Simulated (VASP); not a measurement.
# BaTiO3: single point with PBE

The system is BaTiO3.

```xyz
5
Lattice="3.9739 0.0491 -0.0376 0.0491 4.2095 -0.0095 -0.0378 -0.0095 3.9934" Properties=species:S:1:pos:R:3 pbc="T T T"
Ba    0.0817    4.1973    0.1027
Ti    2.0982    2.1397    1.8399
O     1.8728    2.2602    0.0344
O     1.8416    4.1594    1.9441
O     0.0239    2.0206    2.1018
```

| Property | Result |
| --- | --- |
| Program | VASP 6.6.1 |
| Task | single point |
| Functional | PBE |
| Potentials or basis | VASP PAW PBE potentials, release 64 (Ba_sv, Ti_sv, O_h) |
| Cutoff | 1340 eV |
| k mesh | 4 × 4 × 4 |
| Occupations | gaussian, width 0.01 eV |
| Spin | no spin polarisation |

```
Pressure               : 1.3 GPa
Largest force          : 1.598 eV/Å
Band gap on the k mesh : 2.11 eV (least direct gap 2.44 eV)
```

Forces on the atoms (eV/Å):
```
Ba  -0.376  0.149 -1.072
Ti  -0.531  0.641  0.902
O    1.050 -0.955  0.244
O    1.376  0.088  0.414
O   -1.519  0.076 -0.489
```

Stress tensor (GPa, compression positive):
```
 2.56 -2.25  1.56
-2.25 -4.40  1.32
 1.56  1.32  5.82
```

Levels at points of the mesh, in eV from the valence-band top:
| k point | band 17 | band 18 | band 19 | band 20 | band 21 | band 22 | band 23 | band 24 |
| --- | --- | --- | --- | --- | --- | --- | --- | --- |
| (0.00, 0.00, 0.00) | -1.15 | -0.84 | -0.44 | -0.33 | 2.11 | 2.27 | 2.95 | 3.81 |
| (0.50, 0.00, 0.00) | -1.80 | -1.73 | -0.82 | -0.73 | 2.30 | 3.56 | 3.73 | 3.95 |
| (0.00, 0.50, 0.00) | -1.57 | -1.24 | -1.16 | -0.77 | 2.88 | 3.00 | 3.34 | 4.50 |
| (0.50, 0.50, 0.00) | -1.41 | -1.37 | -1.28 | -0.14 | 3.20 | 3.67 | 3.76 | 4.74 |
| (0.00, 0.00, 0.50) | -1.83 | -1.46 | -1.06 | -0.77 | 2.42 | 3.39 | 3.70 | 3.96 |
| (0.50, 0.00, 0.50) | -1.44 | -0.68 | -0.48 | -0.13 | 3.55 | 3.65 | 3.87 | 4.29 |
| (0.00, 0.50, 0.50) | -1.57 | -1.13 | -1.09 | -0.25 | 3.05 | 3.70 | 3.77 | 4.67 |
| (0.50, 0.50, 0.50) | -2.17 | -0.18 | -0.05 | 0.00 | 3.67 | 3.87 | 4.01 | 5.76 |

Run time: 5.2 min on 1 thread of Intel(R) Xeon(R) Platinum 8559C (Emerald Rapids) (shared host), peak memory 0.51 GiB.

Caveat: the stress differs along the axes, from -4 to 6 GPa; spin-orbit coupling is left out, which moves the levels of the heavy elements; forces of over 1 eV/Å act on the atoms, so gaps and moduli don't describe the material at rest. A k mesh can miss the band edges.
